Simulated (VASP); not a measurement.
The system is LiH.

```xyz
2
Lattice="0.0000 2.0325 2.0325 2.0325 0.0000 2.0325 2.0325 2.0325 0.0000" Properties=species:S:1:pos:R:3 pbc="T T T"
Li    0.0000    0.0000    0.0000
H     2.0325    2.0325    2.0325
```

Base run:

| Property | Result |
| --- | --- |
| Program | VASP 6.6.1 |
| Functional | PBE |
| Potentials or basis | VASP PAW PBE potentials, release 64 (Li_sv, H) |
| Cutoff | 520 eV |
| k mesh | 15 × 15 × 15 |
| Occupations | fermi-dirac, width 0.03 eV |
| Spin | no spin polarisation |

Its results: band gap on the k mesh 3.11 eV.

The run is repeated on the same cell with these changes: k mesh from 15 × 15 × 15 to 8 × 8 × 8; further incar settings from ALGO = Normal; EDIFF = 1e-07; NBANDS = 9 to ALGO = Normal; EDIFF = 1e-06; NBANDS = 9. What comes out?

Band gap on the k mesh 3.01 eV.

Caveats: an odd mesh through Γ misses points on the zone boundary, where band edges can lie (at least some runs).
